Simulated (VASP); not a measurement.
The system is BaTiO3.

```xyz
5
Lattice="4.0782 0.0000 0.0000 0.0000 4.0782 0.0000 0.0000 0.0000 4.0968" Properties=species:S:1:pos:R:3 pbc="T T T"
Ba    0.0000    0.0000    0.0000
Ti    2.0391    2.0391    2.0074
O     0.0000    2.0391    2.1180
O     2.0391    0.0000    2.1180
O     2.0391    2.0391    0.0778
```

Program: VASP 6.6.1. Alike in all runs: task single point; no spin polarisation; cell as given; k mesh 7 × 7 × 7; smearing fermi-dirac 0.05 eV.

Task: Order these runs on this cell by their pressure, lowest first.
A. level PBEsol; potentials or basis VASP PAW PBE potentials, release 64 (Ba_sv, Ti_sv, O); cutoff (eV) 520
B. level r2SCAN; potentials or basis VASP PAW PBE potentials, release 64 (Ba_sv, Ti_sv, O); cutoff (eV) 520
C. level LDA; potentials or basis VASP PAW LDA potentials, release 64 (Ba_sv, Ti_sv, O); cutoff (eV) 520
D. level revPBE; potentials or basis VASP PAW PBE potentials, release 64 (Ba_sv, Ti_sv, O_h); cutoff (eV) 910; second run hard_potentials
E. level PBE; potentials or basis VASP PAW PBE potentials, release 64 (Ba_sv, Ti_sv, O); cutoff (eV) 520

Result: C (-14.7 GPa), A (-10.6 GPa), B (-8.2 GPa), E (-5.0 GPa), D (-2.3 GPa).

Caveats: the PAW data sets were made with another functional, which shifts forces and pressure a little (some runs); the cutoff is under 1.25 times the usual one of these potentials, so pressure, stress and relaxed cells hold a basis-set (Pulay) error (some runs).
